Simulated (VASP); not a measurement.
Runs of VASP 6.6.1 on Au. The structure is that of space group Fd-3m (No. 227), or close to it. The cells are those of the table. This isn't the form of Au at room conditions, which is fcc.

| task | cell | cutoff (eV) | gap on the mesh (eV) | pressure (GPa) |
| --- | --- | --- | --- | --- |
| relaxation of cell and atoms | relaxed from a = 4.016 Å, angles 60.0°, 2 atoms | 600 | none | 0.0 |
| single point | a = 4.338 Å, angles 60.0°, 2 atoms | 520 | none | 4.8 |
| single point | a = 4.274 Å, angles 60.0°, 2 atoms | 520 | none | (a) |
| single point | a = 4.632 Å, angles 60.0°, 2 atoms | 520 | none | -3.3 |
| single point | a = 4.400 Å, angles 60.0°, 2 atoms | 520 | none | 2.2 |

Alike in all rows: level BLYP; potentials or basis VASP PAW PBE potentials, release 64 (Au); no spin polarisation; k mesh 10 × 10 × 10; smearing fermi-dirac 0.1 eV.

Task: Estimate the missing entries.

Result: (a) 8.2.

Caveats: the PAW data sets were made with another functional, which shifts forces and pressure a little; spin-orbit coupling is left out, which moves the levels of the heavy elements; the cell stands under pressure (at least some runs); the cell stands under tension (at least some runs).

A k mesh can miss the band edges, and the runs leave out spin-orbit coupling on Au.

A gap of «none» marks levels without a gap at the run's occupations.
